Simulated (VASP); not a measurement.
**Mg2Si: single point with r2SCAN**

The system is Mg2Si.

```
CELL_PARAMETERS angstrom
3.13572 3.13572 0.00000
-3.13572 3.13572 0.00000
0.00000 3.13572 3.13572
ATOMIC_POSITIONS crystal
Mg 0.25000 0.75000 0.50000
Mg 0.75000 0.25000 0.50000
Si 0.00000 0.00000 0.00000
```

- Program: VASP 6.6.1
- Task: single point
- Functional: r2SCAN
- Potentials or basis: VASP PAW PBE potentials, release 64 (Mg, Si)
- Cutoff: 660 eV
- k mesh: 6 × 6 × 6
- Occupations: gaussian, width 0.01 eV
- Spin: no spin polarisation

The pressure is 1.7 GPa. The band gap on the k mesh is 0.41 eV (least direct gap 2.49 eV).

Levels at points of the mesh, in eV from the valence-band top:
```tsv
k point	band 1	band 2	band 3	band 4	band 5	band 6	band 7	band 8	band 9
(0.00, 0.00, 0.00)	-9.69	0.00	0.00	0.00	2.70	2.89	2.89	2.89	6.00
(0.50, 0.00, 0.00)	-8.13	-5.02	-0.75	-0.75	1.87	2.84	2.84	5.72	8.61
(0.50, 0.50, 0.00)	-7.52	-4.64	-2.09	-2.09	0.41	0.80	8.88	8.88	9.16
```

Run time: 37 s on 1 thread of Intel(R) Xeon(R) 6975P-C (Granite Rapids), with other jobs on the host, peak memory 0.24 GiB.

Caveat: semilocal functionals underestimate gaps, and a narrow one can read as zero; the PAW data sets were made with another functional, which shifts forces and pressure a little. A k mesh can miss the band edges.
